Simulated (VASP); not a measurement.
A run of VASP 6.6.1 is set up as follows.

The input INCAR:

```
ALGO = Normal
EDIFF = 1E-6
ENCUT = 520
GGA = PE
ISIF = 2
ISMEAR = -1
LASPH = True
LCHARG = False
LDAU = True
LDAUJ = 0 0
LDAUL = -1 2
LDAUPRINT = 1
LDAUTYPE = 2
LDAUU = 0 6.2
LMAXMIX = 4
LREAL = False
LWAVE = False
NBANDS = 35
NELM = 150
PREC = Accurate
SIGMA = 0.05
```

Contents of KPOINTS:

```
k-points
0
Gamma
  9 9 2
```

Contents of POSCAR:

```
Te2Mo
1.0
    3.5182000000      0.0000000000      0.0000000000
   -1.7591000000      3.0468505756      0.0000000000
    0.0000000000      0.0000000000     13.9736000000
Te Mo
4 2
Direct
    0.6666666667      0.3333333333      0.3790000000
    0.3333333333      0.6666666667      0.8790000000
    0.6666666667      0.3333333333      0.1210000000
    0.3333333333      0.6666666667      0.6210000000
    0.6666666667      0.3333333333      0.7500000000
    0.3333333333      0.6666666667      0.2500000000
```

Potentials or basis: VASP PAW PBE potentials, release 64 (Te, Mo_sv).

The run is started by

```console
$ cat potpaw_PBE.64/Te/POTCAR potpaw_PBE.64/Mo_sv/POTCAR > POTCAR
$ mpirun -np 1 vasp_std > vasp.out
```

Question: What does it give for the largest force?

Answer: 0.524 eV/Å.

Question: Predict the band gap on the k mesh.

Answer: 0.76 eV, indirect (least direct gap 1.04 eV).

Question: Predict the pressure.

Answer: 5.1 GPa.

Stress tensor (GPa, compression positive):
```
4.61 0.00 0.00
0.00 4.61 0.00
0.00 0.00 6.13
```

Caveat: spin-orbit coupling is left out, which moves the levels of the heavy elements; this functional lacks dispersion, which binds the layers, so the pressure and a relaxed spacing across them are unreliable; the U is typed as a test and isn't derived for this compound. A k mesh can miss the band edges.
